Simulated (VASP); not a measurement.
# MgB15N15 (a cell with a defect) in VASP: further runs, part 3 of 3

VASP 6.6.1. Earlier steps stand in the parts before.

### Step 5. Single point, r2SCAN

File POSCAR:

```
MgB15N15
1.0
   -3.6241103844      3.6241103844     -3.6241103844
    3.6241103844      3.6241103844      3.6241103844
    3.6241103844     -3.6241103844     -3.6241103844
B Mg N
15 1 15
Direct
   -0.0016113169     -0.0010066637     -0.0604032856
    0.0105971477      0.2579762886      0.7551473057
    0.0106102024      0.5039263180      0.5091885915
   -0.0015731780      0.6883967159      0.2502602952
    0.2573565101      0.0112556326      0.7551640288
    0.2573411667      0.5039112112      0.2624322009
    0.2430001938      0.7494556388      0.0006807665
    0.5033168922      0.0112517358      0.5091852708
    0.5032978360      0.2579781442      0.2624478446
    0.4986631437      0.4992867621      0.0057381987
    0.4986568512      0.7545397119      0.7504923793
    0.6877851547     -0.0009842270      0.2502260673
    0.7488611982      0.2436110168      0.0007004080
    0.7539098971      0.4992713462      0.7505124027
    0.7488263497      0.7494548347      0.4948296817
    0.1792085946      0.1798541928      0.4310536297
    0.0000552124      0.2482953253      0.0097879946
    0.0075733804      0.5054710145      0.7567006008
    0.0000535233      0.7585690768      0.4995437414
    0.2476765997      0.0006623581      0.0097914431
    0.2529387819      0.2535766587      0.7794953816
    0.2529306676      0.5282962662      0.5047611981
    0.2477020276      0.7585710152      0.2518996408
    0.5048639762      0.0081916411      0.7567000217
    0.5276474318      0.2535757510      0.5047832429
    0.5048444980      0.5054729636      0.2594070662
    0.5027239844      0.7534889040      0.0047018322
    0.7579456189      0.0006715851      0.4995163801
    0.7579493937      0.2483168009      0.2519053347
    0.7528908914      0.5033484838      0.0047286905
    0.7528579305      0.7534759507      0.7545486824
```

File INCAR.step1:

```
SYSTEM = MgB15N15
ALGO = Normal ; EDIFF = 1E-5
ENCUT = 580 ; GGA = PE
GGA_COMPAT = .False. ; ISMEAR = -1
ISYM = -1 ; LASPH = .True.
LCHARG = .False. ; LREAL = Auto
LWAVE = .True. ; NBANDS = 82
NELECT = 120.0 ; NELM = 120
PREC = Accurate ; SIGMA = 0.01
```

File INCAR.step2:

```
SYSTEM = MgB15N15
ALGO = Normal ; EDIFF = 1E-6
ENCUT = 580 ; GGA_COMPAT = .False.
ISIF = 2 ; ISMEAR = -1
ISTART = 1 ; ISYM = -1
LASPH = .True. ; LCHARG = .False.
LMIXTAU = .True. ; LREAL = Auto
LWAVE = .False. ; METAGGA = R2SCAN
NBANDS = 82 ; NELECT = 120.0
NELM = 120 ; PREC = Accurate
SIGMA = 0.01
```

File KPOINTS:

```
explicit points
1
Reciprocal
  0.25000000   0.25000000   0.25000000 1
```

Potentials or basis: VASP PAW PBE potentials, release 64 (B, Mg, N).

Command:

```
> cat potpaw_PBE.64/B/POTCAR potpaw_PBE.64/Mg/POTCAR potpaw_PBE.64/N/POTCAR > POTCAR
> cp INCAR.step1 INCAR
> mpirun -np 1 vasp_std > vasp.out
> cp INCAR.step2 INCAR
> mpirun -np 1 vasp_std > vasp.out
```

OUTCAR:

```text
SYSTEM = MgB15N15
   EDIFF = 1E-6
   ENCUT = 580
   ISIF = 2
   ISMEAR = -1
   ISTART = 1
   ISYM = -1
   LASPH = .True.
   LREAL = Auto
   METAGGA = R2SCAN
   NELECT = 120.0
   NELM = 120
   PREC = Accurate

 ion  position               nearest neighbor table
   1  0.998  0.999  0.940-  31 1.46  20 1.47  17 1.47  16 2.56
   2  0.011  0.258  0.755-  21 1.49  18 1.56  28 1.60  17 1.64  16 2.57
   3  0.011  0.504  0.509-  22 1.49  18 1.56  29 1.60  19 1.64  16 2.57
   4  0.998  0.688  0.250-  30 1.46  23 1.47  19 1.47  16 2.56
[... 279 lines left out ...]
  Total       -7.4721046     -7.4720078     -7.4665890     -4.0416561      4.0469770      4.0453962
  in kB      -62.8766340    -62.8758193    -62.8302204    -34.0099266     34.0547015     34.0413991
  external PRESSURE =     -62.8608913 kB  Pullay stress =       0.0000000 kB

 VOLUME and BASIS-vectors are now :
 -----------------------------------------------------------------------------
  energy-cutoff  :      580.00
  volume of cell :      190.40
      direct lattice vectors                 reciprocal lattice vectors
    -3.624110384  3.624110384 -3.624110384     0.000000000  0.137964893 -0.137964893
     3.624110384  3.624110384  3.624110384     0.137964893  0.137964893  0.000000000
     3.624110384 -3.624110384 -3.624110384     0.137964893  0.000000000 -0.137964893

 POSITION                                       TOTAL-FORCE (eV/Angst)
 -----------------------------------------------------------------------------------
      3.40739      3.83353     -3.40301        -0.026428     -0.036672      0.031750
      3.63327     -1.76340     -1.84021         0.003094      0.092084     -0.027245
      3.63319      0.01938     -0.05752         0.006316      0.027999     -0.091945
     -0.21661      5.20626     -2.03055        -0.027796     -0.025837      0.033012
      1.84490     -1.76332     -3.62869         0.021917      0.090474     -0.004895
      1.84468      1.80778     -0.05749         0.036354      0.005946     -0.089750
[... 23 lines left out ...]
     -0.88723      4.53561     -0.92151         0.041647      0.041623     -0.144838
      2.73681      2.72455     -2.73233         0.042339      0.146446     -0.042192
 -----------------------------------------------------------------------------------
    total drift:                                0.000084     -0.007892     -0.002794

  FREE ENERGIE OF THE ION-ELECTRON SYSTEM (eV)
  ---------------------------------------------------
  free  energy   TOTEN  =      -301.7017280603 eV

  energy  without entropy=     -301.7017280603  energy(sigma->0) =     -301.70172806
```

OUTCAR.step1:

```text
SYSTEM = MgB15N15
   EDIFF = 1E-5
   ENCUT = 580
   GGA = PE
   ISMEAR = -1
   ISYM = -1
   LASPH = .True.
   LREAL = Auto
[... 308 lines left out ...]
      1.84468      1.80778     -0.05749        -0.003855      0.001935      0.008225
[... 23 lines left out ...]
     -0.88723      4.53561     -0.92151        -0.007205     -0.007218      0.017020
      2.73681      2.72455     -2.73233        -0.006370     -0.015458      0.006620
 -----------------------------------------------------------------------------------
    total drift:                                0.000109     -0.007068     -0.004026

  FREE ENERGIE OF THE ION-ELECTRON SYSTEM (eV)
  ---------------------------------------------------
  free  energy   TOTEN  =      -272.9967438072 eV

  energy  without entropy=     -272.9967438072  energy(sigma->0) =     -272.99674381
```

OSZICAR.step1:

```text
N       E                     dE             d eps       ncg     rms          rms(c)
DAV:   1     0.514928586452E+03    0.51493E+03   -0.66238E+04   164   0.154E+03
DAV:   2    -0.252777000921E+03   -0.76771E+03   -0.73840E+03   206   0.347E+02
DAV:   3    -0.290329146050E+03   -0.37552E+02   -0.37296E+02   200   0.791E+01
DAV:   4    -0.290801930640E+03   -0.47278E+00   -0.47179E+00   200   0.871E+00
DAV:   5    -0.290808298120E+03   -0.63675E-02   -0.63648E-02   200   0.983E-01    0.274E+01
DAV:   6    -0.274528674931E+03    0.16280E+02   -0.47082E+01   192   0.236E+01    0.126E+01
DAV:   7    -0.273310986860E+03    0.12177E+01   -0.50416E+00   200   0.858E+00    0.786E+00
DAV:   8    -0.273010479800E+03    0.30051E+00   -0.90349E-01   192   0.355E+00    0.176E+00
DAV:   9    -0.272996153398E+03    0.14326E-01   -0.10996E-01   200   0.144E+00    0.447E-01
DAV:  10    -0.272996500748E+03   -0.34735E-03   -0.34949E-02   192   0.650E-01    0.232E-01
DAV:  11    -0.272996584319E+03   -0.83571E-04   -0.40119E-03   192   0.274E-01    0.808E-02
DAV:  12    -0.272996729431E+03   -0.14511E-03   -0.48423E-04   184   0.966E-02    0.252E-02
DAV:  13    -0.272996741834E+03   -0.12403E-04   -0.43006E-05   192   0.277E-02    0.138E-02
DAV:  14    -0.272996743807E+03   -0.19733E-05   -0.82915E-06   120   0.150E-02
   1 F= -.27299674E+03 E0= -.27299674E+03  d E =-.218211E-14
```

Wall time 5.6 min (1 thread of Intel Xeon 8259CL, shared host); peak memory 0.38 GiB.

Results:

| Quantity | Value |
| --- | --- |
| Free energy | -301.7017 eV |
| Largest force | 0.200 eV/Å |

Forces in eV/Å, atoms in the order of the input:
```
B   -0.026 -0.037  0.032
B    0.003  0.092 -0.027
B    0.006  0.028 -0.092
B   -0.028 -0.026  0.033
B    0.022  0.090 -0.005
B    0.036  0.006 -0.090
B   -0.027 -0.053  0.051
B    0.093  0.025 -0.005
B    0.090  0.004 -0.036
B   -0.047 -0.048  0.046
B   -0.053 -0.050  0.045
B   -0.030 -0.027  0.028
B   -0.052 -0.050  0.028
B   -0.043 -0.047  0.053
B   -0.051 -0.025  0.051
Mg   0.114  0.113 -0.120
N   -0.071 -0.038 -0.027
N    0.009  0.014 -0.013
N   -0.072  0.030  0.039
N    0.028 -0.035  0.071
N   -0.057  0.005  0.055
N   -0.057 -0.059 -0.010
N    0.027 -0.070  0.039
N    0.016  0.016 -0.007
N    0.005 -0.057  0.055
N    0.012  0.012 -0.012
N    0.147  0.043 -0.041
N   -0.037  0.029  0.072
N   -0.040 -0.072 -0.027
N    0.042  0.042 -0.145
N    0.042  0.146 -0.042
```

Caveat: the cell carries a net charge on a neutralising background, which shifts energy and pressure; the cell is charged against a uniform background, so pressure and absolute levels hang on convention; the PAW data sets were made with another functional, which shifts forces and pressure a little.

### Step 6. Single point, PBE, collinear spin

File INCAR:

```
SYSTEM = MgB15N15
PREC = Accurate
ENCUT = 520
EDIFF = 1E-6
ISMEAR = 0
SIGMA = 0.01
LREAL = Auto
LASPH = .True.
NELM = 200
ALGO = Normal
ISIF = 2
LWAVE = .False.
LCHARG = .False.
ISPIN = 2
MAGMOM = 0.2 0.01 0 0.03 0.01 0 0 0 0 0 0 0.03 0 0 0.01 0.02 0.02 0.01 0.02 0.02 0 0 0 0.01 0 0 0 0.02 0 0 0
LORBIT = 11
NUPDOWN = 1.0
GGA = PE
NBANDS = 86
NELECT = 123.0
GGA_COMPAT = .False.
ISYM = -1
```

KPOINTS is that of step 5.

File POSCAR:

```
MgB15N15
1.0
   -3.6241103800      3.6241103800     -3.6241103800
    3.6241103800      3.6241103800      3.6241103800
    3.6241103800     -3.6241103800     -3.6241103800
B Mg N
15 1 15
Direct
    0.0047155558      0.0039715470     -0.0160505288
    0.0067667660      0.2533481264      0.7569350483
    0.0083345964      0.5062336232      0.5047499289
   -0.0153819215      0.7370366645      0.2502781573
    0.2540943546      0.0059983896      0.7569378684
    0.2515653091      0.5090861235      0.2565963862
    0.2508558761      0.7528925533      0.0021665266
    0.5069854808      0.0075728174      0.5047457509
    0.5098425104      0.2508022979      0.2565999969
    0.4951107600      0.4943444501     -0.0010566493
    0.5001411319      0.7518810859      0.7494075188
    0.7377724025     -0.0162019201      0.2502264302
    0.7536589161      0.2500955024      0.0021735968
    0.7526253128      0.4993581110      0.7493971420
    0.7507895813      0.7500331011      0.5043427026
    0.1769532051      0.1762495466      0.4195918153
    0.0012119805      0.2566597227      0.0017348665
    0.0078453028      0.5052304001      0.7553534138
   -0.0025303435      0.7509611007      0.5042489531
    0.2574111895      0.0004485619      0.0017348442
    0.2498198905      0.2490621786      0.7733660523
    0.2532228803      0.5296972803      0.5024353923
    0.2477492520      0.7603535353      0.2510472451
    0.5060044726      0.0070922310      0.7553646146
    0.5304237087      0.2524467303      0.5024154224
    0.5041043890      0.5033461226      0.2563944848
    0.4994404623      0.7473007063      0.0009817257
    0.7517224977     -0.0032961399      0.5042405710
    0.7611176531      0.2469888887      0.2510464511
    0.7480715592      0.4987041040      0.0009944444
    0.7518269100      0.7510750007      0.7522182841
```

Potentials or basis: VASP PAW PBE potentials, release 64 (B, Mg, N).

Command:

```
> cat potpaw_PBE.64/B/POTCAR potpaw_PBE.64/Mg/POTCAR potpaw_PBE.64/N/POTCAR > POTCAR
> mpirun -np 1 vasp_std > vasp.out
```

OUTCAR:

```text
SYSTEM = MgB15N15
   PREC = Accurate
   ENCUT = 520
   EDIFF = 1E-6
   ISMEAR = 0
   LREAL = Auto
   LASPH = .True.
   NELM = 200
   ISIF = 2
   ISPIN = 2
   LORBIT = 11
   NUPDOWN = 1.0
   GGA = PE
   NELECT = 123.0
   ISYM = -1

 ion  position               nearest neighbor table
   1  0.005  0.004  0.984-  31 1.55  17 1.56  20 1.56  16 2.26
   2  0.007  0.253  0.757-  21 1.50  17 1.54  18 1.58  28 1.60  16 2.65
   3  0.008  0.506  0.505-  22 1.50  19 1.56  18 1.58  29 1.59  16 2.61
   4  0.985  0.737  0.250-  30 1.52  19 1.54  23 1.61  16 2.27
   5  0.254  0.006  0.757-  21 1.50  20 1.54  24 1.58  19 1.60  16 2.65
   6  0.252  0.509  0.257-  22 1.50  17 1.59  23 1.60  26 1.60  16 2.59
   7  0.251  0.753  0.002-  20 1.54  18 1.54  23 1.55  27 1.57
   8  0.507  0.008  0.505-  25 1.50  28 1.56  24 1.58  23 1.59  16 2.61
   9  0.510  0.251  0.257-  25 1.50  20 1.59  29 1.60  26 1.60  16 2.59
  10  0.495  0.494  0.999-  21 1.50  30 1.57  27 1.57  26 1.58
  11  0.500  0.752  0.749-  22 1.51  31 1.58  24 1.58  27 1.59
  12  0.738  0.984  0.250-  27 1.52  28 1.54  29 1.61  16 2.27
  13  0.754  0.250  0.002-  17 1.54  24 1.54  29 1.55  30 1.57
  14  0.753  0.499  0.749-  25 1.51  31 1.58  18 1.58  30 1.59
  15  0.751  0.750  0.504-  28 1.55  19 1.55  26 1.55  31 1.55
  16  0.177  0.176  0.420-  22 1.94  25 1.94  21 1.96   1 2.26  12 2.27   4 2.27   6 2.59   9 2.59
                             3 2.61   8 2.61   2 2.65   5 2.65  29 2.72  23 2.72
[... 358 lines left out ...]
    -3.624110380  3.624110380 -3.624110380     0.000000000  0.137964893 -0.137964893
     3.624110380  3.624110380  3.624110380     0.137964893  0.137964893  0.000000000
     3.624110380 -3.624110380 -3.624110380     0.137964893  0.000000000 -0.137964893

 POSITION                                       TOTAL-FORCE (eV/Angst)
 -----------------------------------------------------------------------------------
      3.56325     -3.53446     -3.56864        -0.004934     -0.003827      0.003273
      3.63685     -1.80053     -1.84958        -0.005696     -0.001513      0.022618
      3.63371      0.03558     -0.02483        -0.000349     -0.017008      0.000864
      0.00977      5.33243     -1.80430         0.000499      0.011988      0.007020
      1.84410     -1.80062     -3.64235        -0.023805      0.001012      0.004922
      1.86322      1.82675      0.00335        -0.011864      0.005575      0.003816
[... 23 lines left out ...]
     -0.90013      4.51485     -0.90734        -0.008209     -0.003300      0.008998
      2.72340      2.72056     -2.72885         0.002430     -0.006365     -0.004047
 -----------------------------------------------------------------------------------
    total drift:                               -0.006162     -0.002788      0.008358

  FREE ENERGIE OF THE ION-ELECTRON SYSTEM (eV)
  ---------------------------------------------------
  free  energy   TOTEN  =      -246.9570492273 eV

  energy  without entropy=     -246.9570492273  energy(sigma->0) =     -246.95704923

 total charge

# of ion       s       p       d       tot
------------------------------------------
    1        0.674   1.377   0.000   2.050
    2        0.683   1.396   0.000   2.079
    3        0.684   1.396   0.000   2.079
    4        0.678   1.313   0.000   1.991
    5        0.683   1.396   0.000   2.079
    6        0.677   1.364   0.000   2.041
[... 23 lines left out ...]
   30        1.213   2.771   0.000   3.984
   31        1.211   2.771   0.000   3.982
--------------------------------------------------
tot         28.676  62.681   0.107  91.465

 magnetization (x)

# of ion       s       p       d       tot
------------------------------------------
    1        0.050   0.281   0.000   0.331
    2        0.002   0.010   0.000   0.012
    3        0.001   0.004   0.000   0.005
    4        0.009   0.044   0.000   0.053
    5        0.002   0.010   0.000   0.012
    6        0.001   0.002   0.000   0.003
[... 23 lines left out ...]
   30       -0.000  -0.001   0.000  -0.001
   31       -0.001   0.002   0.000   0.001
--------------------------------------------------
tot          0.090   0.522   0.016   0.628
```

OSZICAR:

```text
N       E                     dE             d eps       ncg     rms          rms(c)
DAV:   1     0.533393167310E+03    0.53339E+03   -0.64679E+04   344   0.139E+03
DAV:   2    -0.226109420367E+03   -0.75950E+03   -0.73236E+03   420   0.321E+02
DAV:   3    -0.263478260985E+03   -0.37369E+02   -0.37116E+02   440   0.707E+01
DAV:   4    -0.263859172622E+03   -0.38091E+00   -0.38023E+00   432   0.744E+00
DAV:   5    -0.263863633319E+03   -0.44607E-02   -0.44579E-02   432   0.772E-01    0.272E+01
DAV:   6    -0.248204439477E+03    0.15659E+02   -0.47459E+01   392   0.220E+01    0.125E+01
DAV:   7    -0.247206154632E+03    0.99828E+00   -0.39984E+00   408   0.704E+00    0.787E+00
DAV:   8    -0.246971105466E+03    0.23505E+00   -0.72833E-01   400   0.312E+00    0.157E+00
DAV:   9    -0.246958762155E+03    0.12343E-01   -0.77524E-02   400   0.124E+00    0.545E-01
DAV:  10    -0.246957657873E+03    0.11043E-02   -0.19355E-02   408   0.497E-01    0.305E-01
DAV:  11    -0.246956889814E+03    0.76806E-03   -0.19409E-03   416   0.176E-01    0.130E-01
DAV:  12    -0.246956991850E+03   -0.10204E-03   -0.42120E-04   392   0.856E-02    0.465E-02
DAV:  13    -0.246957035892E+03   -0.44042E-04   -0.12034E-04   408   0.436E-02    0.216E-02
DAV:  14    -0.246957046796E+03   -0.10905E-04   -0.11126E-05   384   0.149E-02    0.124E-02
DAV:  15    -0.246957048701E+03   -0.19048E-05   -0.17893E-06   304   0.570E-03    0.560E-03
DAV:  16    -0.246957049227E+03   -0.52621E-06   -0.83655E-07   208   0.337E-03
   1 F= -.24695705E+03 E0= -.24695705E+03  d E =-.125779E-14  mag=     1.0000
```

It took 3.1 min on 1 thread of Intel Xeon 8259CL, shared host; peak memory 0.4 GiB.

What came out:

| Property | Result |
| --- | --- |
| Free energy | -246.9570 eV |
| Largest force | 0.024 eV/Å |
| Net moment | 1.00 μB per cell |
| Site moments | B +0.33, +0.01, +0.05, +0.00 (each value once); Mg +0.04; N +0.02, +0.01, +0.00, -0.00 (each value once) μB |
| Valence electrons inside the program's atomic spheres | B 2.05, 2.08, 1.99, 2.04, 2.09, 2.07, 2.11 (each value once); Mg 0.63; N 3.99, 3.98, 4.06, 4.07, 3.95, 3.96 (each value once) |

Forces in eV/Å, atoms in the order of the input:
```
B   -0.005 -0.004  0.003
B   -0.006 -0.002  0.023
B    0.000 -0.017  0.001
B    0.000  0.012  0.007
B   -0.024  0.001  0.005
B   -0.012  0.006  0.004
B   -0.003  0.002 -0.004
B   -0.001 -0.016  0.000
B   -0.005  0.006  0.013
B    0.002  0.013  0.000
B    0.005 -0.003 -0.014
B   -0.001  0.015 -0.003
B    0.005  0.003  0.005
B    0.016  0.000 -0.005
B   -0.001  0.000  0.001
Mg  -0.002 -0.008 -0.002
N    0.006 -0.002 -0.014
N   -0.003 -0.004  0.003
N    0.009  0.004 -0.008
N    0.015 -0.002 -0.006
N    0.003  0.007 -0.004
N    0.005  0.007 -0.002
N    0.007 -0.003 -0.004
N   -0.002 -0.004  0.005
N    0.004  0.006 -0.007
N   -0.003 -0.004  0.003
N   -0.012 -0.002  0.006
N    0.007  0.005 -0.008
N    0.003 -0.005 -0.007
N   -0.008 -0.003  0.009
N    0.002 -0.006 -0.004
```

Caveat: the cell carries a net charge on a neutralising background, which shifts energy and pressure; the cell is charged against a uniform background, so pressure and absolute levels hang on convention; the total moment is fixed, so each spin has its own Fermi level and the state may be an excited one.
